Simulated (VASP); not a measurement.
# Pt (Fm-3m) in VASP: notebook

The runs below take Pt through single point, with PBEsol.

Program: VASP 6.6.1. These are calculated values, not measurements. Logs are shortened: lines on timing, memory, paths and dates and some standing lists are left out, and cuts for length are marked.

**1. The cell of the first run**

It takes space group Fm-3m (No. 225, cubic). The conventional cell has a = 3.783 Å, b = 3.783 Å, c = 3.783 Å, α = 90.00°, β = 90.00°, γ = 90.00°. Within 3.5 Å of Pt (site symmetry m-3m) lie 12 Pt at 2.68 Å.

**2. Single point, PBEsol**

INCAR reads:

```
ALGO = Fast
EDIFF = 1E-7
ENCUT = 520
GGA = PS
ISIF = 2
ISMEAR = 0
LASPH = True
LCHARG = False
LREAL = False
LWAVE = False
NBANDS = 11
NELM = 80
PREC = Accurate
SIGMA = 0.1
```

KPOINTS reads:

```
k-points
0
Gamma
  18 18 18
```

POSCAR reads:

```
Pt
1.0
    0.0000000000      1.8915563084      1.8915563084
    1.8915563084      0.0000000000      1.8915563084
    1.8915563084      1.8915563084      0.0000000000
Pt
1
Direct
    0.0000000000      0.0000000000      0.0000000000
```

Potentials or basis: VASP PAW PBE potentials, release 64 (Pt).

Run with:

```console
$ cat potpaw_PBE.64/Pt/POTCAR > POTCAR
$ mpirun -np 1 vasp_std > vasp.out
```

OUTCAR:

```text
EDIFF = 1E-7
   ENCUT = 520
   GGA = PS
   ISIF = 2
   ISMEAR = 0
   LASPH = True
   LREAL = False
   NELM = 80
   PREC = Accurate

 ion  position               nearest neighbor table
   1  0.000  0.000  0.000-

  LATTYP: Found a face centered cubic cell.
 ALAT       =     3.7831126168

  Lattice vectors:

 A1 = (   0.0000000000,   1.8915563084,   1.8915563084)
 A2 = (   1.8915563084,   0.0000000000,   1.8915563084)
 A3 = (   1.8915563084,   1.8915563084,   0.0000000000)

Analysis of symmetry for initial positions (statically):
=====================================================================
 Subroutine PRICEL returns:
 Original cell was already a primitive cell.

 Routine SETGRP: Setting up the symmetry group for a
 face centered cubic supercell.

 Subroutine GETGRP returns: Found 48 space group operations
 (whereof 48 operations were pure point group operations)
 out of a pool of 48 trial point group operations.

The static configuration has the point symmetry O_h .

Analysis of symmetry for dynamics (positions and initial velocities):
=====================================================================
 Subroutine PRICEL returns:
 Original cell was already a primitive cell.

 Routine SETGRP: Setting up the symmetry group for a
 face centered cubic supercell.

 Subroutine GETGRP returns: Found 48 space group operations
 (whereof 48 operations were pure point group operations)
 out of a pool of 48 trial point group operations.

The dynamic configuration has the point symmetry O_h .

 Subroutine INISYM returns: Found 48 space group operations
 (whereof 48 operations are pure point group operations),
 and found     1 'primitive' translations

----------------------------------------------------------------------------------------

                                     Primitive cell

  volume of cell :      13.5359

  direct lattice vectors                    reciprocal lattice vectors
     0.000000000  1.891556308  1.891556308    -0.264332602  0.264332602  0.264332602
     1.891556308  0.000000000  1.891556308     0.264332602 -0.264332602  0.264332602
     1.891556308  1.891556308  0.000000000     0.264332602  0.264332602 -0.264332602

  length of vectors
     2.675064585  2.675064585  2.675064585     0.457837496  0.457837496  0.457837496

  position of ions in fractional coordinates (direct lattice)
     0.000000000  0.000000000  0.000000000

  ion indices of the primitive-cell ions
   primitive index   ion index
                 1           1

----------------------------------------------------------------------------------------

 KPOINTS: k-points

Automatic generation of k-mesh.
 Grid dimensions read from file:
 generate k-points for:   18   18   18

 Generating k-lattice:

  Cartesian coordinates                     Fractional coordinates (reciprocal lattice)
    -0.014685145  0.014685145  0.014685145     0.055555556  0.000000000  0.000000000
     0.014685145 -0.014685145  0.014685145     0.000000000  0.055555556  0.000000000
     0.014685145  0.014685145 -0.014685145     0.000000000  0.000000000  0.055555556

  Length of vectors
     0.025435416  0.025435416  0.025435416

  Shift w.r.t. Gamma in fractional coordinates (k-lattice)
     0.000000000  0.000000000  0.000000000

 Subroutine IBZKPT returns following result:
 ===========================================

 Found    195 irreducible k-points:

 Following reciprocal coordinates:
            Coordinates               Weight
  0.000000  0.000000  0.000000      1.000000
  0.055556  0.000000  0.000000      8.000000
  0.111111  0.000000  0.000000      8.000000
  0.166667  0.000000  0.000000      8.000000
  0.222222  0.000000  0.000000      8.000000
  0.277778  0.000000  0.000000      8.000000
[... 16 lines left out ...]
 -0.277778  0.055556  0.000000     24.000000
 -0.222222  0.055556  0.000000     24.000000
 [... further k-points ...]
   k-points           NKPTS =    195   k-points in BZ     NKDIM =    195   number of bands    NBANDS=     11
   number of dos      NEDOS =    301   number of ions     NIONS =      1
   total plane-waves  NPLWV =   8000
   dimension x,y,z NGX =    20 NGY =   20 NGZ =   20
   dimension x,y,z NGXF=    40 NGYF=   40 NGZF=   40
   ions per type =               1
   NGX,Y,Z   is equivalent  to a cutoff of  12.43, 12.43, 12.43 a.u.
   NGXF,Y,Z  is equivalent  to a cutoff of  24.86, 24.86, 24.86 a.u.
 SYSTEM =  unknown system
   PREC   = accura    normal or accurate (medium, high low for compatibility)
   ISTART =      0    job   : 0-new  1-cont  2-samecut
   ICHARG =      2    charge: 1-file 2-atom 10-const
   ISPIN  =      1    spin polarized calculation?
   LNONCOLLINEAR =      F non collinear calculations
   LSORBIT =      F    spin-orbit coupling
   LASPH  =      T    aspherical Exc in radial PAW
   ENCUT  =  520.0 eV  38.22 Ry    6.18 a.u.   4.97  4.97  4.97*2*pi/ulx,y,z
   NELM   =     80;   NELMIN=  2; NELMDL= -5     # of ELM steps
   EDIFF  = 0.1E-06   stopping-criterion for ELM
   LREAL  =      F    real-space projection
   EDIFFG = 0.1E-05   stopping-criterion for IOM
   NSW    =      0    number of steps for IOM
   IBRION =     -1    ionic relax: 0-MD 1-quasi-New 2-CG
   NFREE  =      0    steps in history (QN), initial steepest desc. (CG)
   ISIF   =      2    stress and relaxation
   ISYM   =      2    0-nonsym 1-usesym 2-fastsym
   POTIM  = 0.5000    time-step for ionic-motion
   TEBEG  =    0.0;   TEEND  =   0.0 temperature during run
   PSTRESS=    0.0 pullay stress
   NELECT =      10.0000    total number of electrons
   NUPDOWN=      -1.0000    fix difference up-down
   EMIN   =  10.00;   EMAX   =-10.00  energy-range for DOS
   EFERMI =   0.00;   METHOD = LEGACY
   ISMEAR =     0;   SIGMA  =   0.10  broadening in eV -4-tet -1-fermi 0-gaus
   EFERMI_NEDOS =   21; number of points for ismear=-14 and -15
   IALGO  =     68    algorithm
   IMIX   =      4    mixing-type and parameters
     AMIX     =   0.40;   BMIX     =  1.00
     AMIX_MAG =   1.60;   BMIX_MAG =  1.00
  volume/ion in A,a.u.               =      13.54        91.34
  Fermi-wavevector in a.u.,A,eV,Ry     =   1.479945  2.796690 29.799984  2.190237
  Thomas-Fermi vector in A             =   2.594040
   LORBIT       =      0    0 simple, 1 ext, 2 COOP (PROOUT), +10 PAW based schemes
   GGA     = PS    functional components
   LHFCALC =     F    Hartree Fock is set to
   AEXX    =    0.0000 exact exchange contribution
   IVDW    =     0    specifies the selected vdW correction
   LEPSILON=     F    determine dielectric tensor
   LRPA    =     F    only Hartree local field effects (RPA)
 non-spin polarized calculation
 RMM-DIIS sequential band-by-band and
 Gauss-broadening in eV      SIGMA  =   0.10
  energy-cutoff  :      520.00
  volume of cell :       13.54
 maximum number of plane-waves:       375
   NGX =  9   NGY =  9   NGZ =  9

 number of electron      10.0000001 magnetization

 Free energy of the ion-electron system (eV)
  ---------------------------------------------------
  ext. energy  EPLUGINS =         0.00000000
  ---------------------------------------------------
  free energy    TOTEN  =        -6.80019713 eV

  energy without entropy =       -6.79139464  energy(sigma->0) =       -6.79579589

 E-fermi :  13.3193     XC(G=0): -14.2751

 val. band max:       13.3160097456   @ k =  -0.3889   0.3889   0.1667
 cond. band min:      13.3224057746   @ k =  -0.3333   0.3889   0.1111
 fundamental gap:      0.0063960290
 Fermi energy:        13.3192643205

 k-point     1 :       0.0000    0.0000    0.0000
  band No.  band energies     occupation
      1       1.7308      2.00000
      2       8.7767      2.00000
      3       8.7767      2.00000
      4       8.7767      2.00000
      5      11.3754      2.00000
      6      11.3754      2.00000
      7      27.5506      0.00000
      8      33.1356      0.00000
      9      33.1356      0.00000
     10      33.1356      0.00000
     11      38.8427      0.00000

 k-point     2 :       0.0556    0.0000    0.0000
  band No.  band energies     occupation
      1       1.8698      2.00000
      2       8.7072      2.00000
      3       8.8352      2.00000
      4       8.8352      2.00000
      5      11.3389      2.00000
      6      11.3389      2.00000
      7      27.7852      0.00000
      8      32.4490      0.00000
      9      33.3641      0.00000
     10      33.3641      0.00000
     11      39.6616      0.00000

 k-point     3 :       0.1111    0.0000    0.0000
  band No.  band energies     occupation
      1       2.2729      2.00000
      2       8.5297      2.00000
      3       8.9883      2.00000
      4       8.9883      2.00000
      5      11.2594      2.00000
      6      11.2594      2.00000
      7      28.4306      0.00000
      8      31.0326      0.00000
      9      34.0312      0.00000
     10      34.0312      0.00000
     11      41.0028      0.00000

 k-point     4 :       0.1667    0.0000    0.0000
  band No.  band energies     occupation
      1       2.8905      2.00000
      2       8.3336      2.00000
      3       9.1610      2.00000
      4       9.1610      2.00000
      5      11.2310      2.00000
      6      11.2310      2.00000
      7      29.1839      0.00000
      8      29.5777      0.00000
      9      35.0829      0.00000
     10      35.0829      0.00000
     11      39.7426      0.00000
[... 239 lines left out ...]
 k-point    22 :      -0.3333    0.0556    0.0000
  band No.  band energies     occupation
      1       4.7892      2.00000
      2       8.8813      2.00000
      3       9.0152      2.00000
      4       9.4820      2.00000
      5      12.1720      2.00000
      6      13.0645      1.99969
      7      23.7554      0.00000
      8      28.5675      0.00000
      9      33.9744      0.00000
     10      36.0035      0.00000
     11      39.0302      0.00000

 k-point    23 :      -0.2778    0.0556    0.0000
  band No.  band energies     occupation
      1       4.5255      2.00000
      2       8.5718      2.00000
      3       9.0975      2.00000
      4       9.1892      2.00000
      5      11.5739      2.00000
      6      12.4632      2.00000
      7      25.6937      0.00000
      8      29.5225      0.00000
      9      35.0947      0.00000
     10      37.1990      0.00000
     11      38.0767      0.00000

 k-point    24 :      -0.2222    0.0556    0.0000
  band No.  band energies     occupation
      1       3.9648      2.00000
      2       8.1820      2.00000
      3       9.2327      2.00000
      4       9.3140      2.00000
      5      11.1081      2.00000
      6      11.9362      2.00000
      7      27.4240      0.00000
      8      30.1241      0.00000
      9      35.4211      0.00000
     10      36.6808      0.00000
     11      37.8932      0.00000

 [... further k-points ...]
[... 5 lines left out ...]
  --------------------------------------------------------------------------------------
  -------------------------------------------------------------------------------------
  Total        3.3513630      3.3513630      3.3513630     -0.0000000      0.0000000     -0.0000000
  in kB      396.6835948    396.6835948    396.6835948     -0.0000000      0.0000000     -0.0000000
  external PRESSURE =     396.6835948 kB  Pullay stress =       0.0000000 kB

 VOLUME and BASIS-vectors are now :
 -----------------------------------------------------------------------------
  energy-cutoff  :      520.00
  volume of cell :       13.54
      direct lattice vectors                 reciprocal lattice vectors
     0.000000000  1.891556308  1.891556308    -0.264332602  0.264332602  0.264332602
     1.891556308  0.000000000  1.891556308     0.264332602 -0.264332602  0.264332602
     1.891556308  1.891556308  0.000000000     0.264332602  0.264332602 -0.264332602

 POSITION                                       TOTAL-FORCE (eV/Angst)
 -----------------------------------------------------------------------------------
      0.00000      0.00000      0.00000        -0.000000      0.000000     -0.000000
 -----------------------------------------------------------------------------------
    total drift:                                0.000000      0.000000      0.000000

  FREE ENERGIE OF THE ION-ELECTRON SYSTEM (eV)
  ---------------------------------------------------
  free  energy   TOTEN  =        -6.8001971298 eV

  energy  without entropy=       -6.7913946411  energy(sigma->0) =       -6.79579589
```

Wall time 22 s (1 thread of Intel Xeon Platinum 8488C (Sapphire Rapids), shared host); peak memory 0.14 GiB.

What came out:

| Item | Value |
| --- | --- |
| Free energy | -6.8002 eV |
| Pressure | 39.7 GPa |
| Band gap on the k mesh | zero (band 5 reaches 13.94 eV, above the bottom of band 6 at 11.23 eV) |

Caveat: the PAW data sets were made with another functional, which shifts forces and pressure a little; spin-orbit coupling is left out, which moves the levels of the heavy elements.

**3. Single point, PBEsol**

This run uses another cell than the first one, of 14.17 Å³/atom, 1.047 times its volume.

INCAR reads:

```
SYSTEM = Pt
ALGO = Normal ; EDIFF = 1E-6
ENCUT = 520 ; GGA = PS
ISIF = 2 ; ISMEAR = 0
LASPH = .True. ; LCHARG = .False.
LREAL = .False. ; LWAVE = .False.
NBANDS = 11 ; NELM = 100
PREC = Accurate ; SIGMA = 0.1
```

KPOINTS reads:

```
k-points
0
Gamma
  18 18 18
  0 0 0
```

POSCAR reads:

```
Pt
1.0
    0.0000000000      1.9206351108      1.9206351108
    1.9206351108      0.0000000000      1.9206351108
    1.9206351108      1.9206351108      0.0000000000
Pt
1
Direct
    0.0000000000      0.0000000000      0.0000000000
```

Potentials or basis: VASP PAW PBE potentials, release 64 (Pt).

Run with:

```console
$ cat potpaw_PBE.64/Pt/POTCAR > POTCAR
$ mpirun -np 1 vasp_std > vasp.out
```

It took 14 s on 1 thread of Intel Xeon Platinum 8488C (Sapphire Rapids), shared host; peak memory 0.15 GiB.

It converged, with:

| Item | Value |
| --- | --- |
| Free energy | -6.9162 eV |
| Pressure | 19.6 GPa |
| Band gap on the k mesh | zero (band 5 reaches 12.91 eV, above the bottom of band 6 at 10.41 eV) |

Levels at points of the mesh, in eV from the Fermi level:
| k point | band 1 | band 2 | band 3 | band 4 | band 5 | band 6 | band 7 | band 8 | band 9 | band 10 |
| --- | --- | --- | --- | --- | --- | --- | --- | --- | --- | --- |
| (0.00, 0.00, 0.00) | -11.03 | -4.22 | -4.22 | -4.22 | -1.80 | -1.80 | 14.42 | 19.73 | 19.73 | 19.73 |
| (0.50, 0.00, 0.00) | -8.06 | -4.29 | -4.29 | -0.81 | 0.05 | 0.05 | 6.30 | 13.99 | 19.35 | 19.35 |
| (0.50, 0.50, 0.00) | -7.84 | -7.34 | 0.03 | 0.56 | 0.56 | 1.58 | 9.53 | 11.52 | 11.52 | 20.87 |

Caveat: the PAW data sets were made with another functional, which shifts forces and pressure a little; spin-orbit coupling is left out, which moves the levels of the heavy elements.

**4. Single point, PBEsol**

This run uses another cell than the first one, of 14.56 Å³/atom, 1.076 times its volume.

INCAR reads:

```
SYSTEM = Pt
  PREC = Accurate
  ENCUT = 520
  EDIFF = 1E-6
  ISMEAR = 0
  SIGMA = 0.1
  LREAL = .FALSE.
  LASPH = .TRUE.
  NELM = 60
  ALGO = Normal
  ISIF = 2
  LWAVE = .FALSE.
  LCHARG = .FALSE.
  GGA = PS
  NBANDS = 11
```

KPOINTS reads:

```
Automatic mesh
0
G
  18 18 18
  0 0 0
```

POSCAR reads:

```
Pt
1.0
    0.0000000000      1.9382747339      1.9382747339
    1.9382747339      0.0000000000      1.9382747339
    1.9382747339      1.9382747339      0.0000000000
Pt
1
Direct
    0.0000000000      0.0000000000      0.0000000000
```

Run with:

```console
$ cat potpaw_PBE.64/Pt/POTCAR > POTCAR
$ mpirun -np 1 vasp_std > vasp.out
```

Run time: 15 s. Hardware: 1 thread of Intel Xeon Platinum 8488C (Sapphire Rapids), shared host; peak memory 0.15 GiB.

The run converged. Its results:

```
Free energy            : -6.9521 eV
Pressure               : 9.6 GPa
Band gap on the k mesh : zero (band 5 reaches 12.32 eV, above the bottom of band 6 at 9.94 eV)
```

Levels at points of the mesh, in eV from the Fermi level:
```tsv
k point	band 2	band 3	band 4	band 5	band 6	band 7	band 8	band 9
(0.00, 0.00, 0.00)	-4.03	-4.03	-4.03	-1.73	-1.73	14.52	19.67	19.67
(0.50, 0.00, 0.00)	-4.10	-4.10	-0.70	0.05	0.05	6.07	14.08	19.18
(0.50, 0.50, 0.00)	-7.03	0.02	0.53	0.53	1.64	9.22	11.44	11.44
```

Caveat: the PAW data sets were made with another functional, which shifts forces and pressure a little; spin-orbit coupling is left out, which moves the levels of the heavy elements.

(Continued in part 2 of 2.)
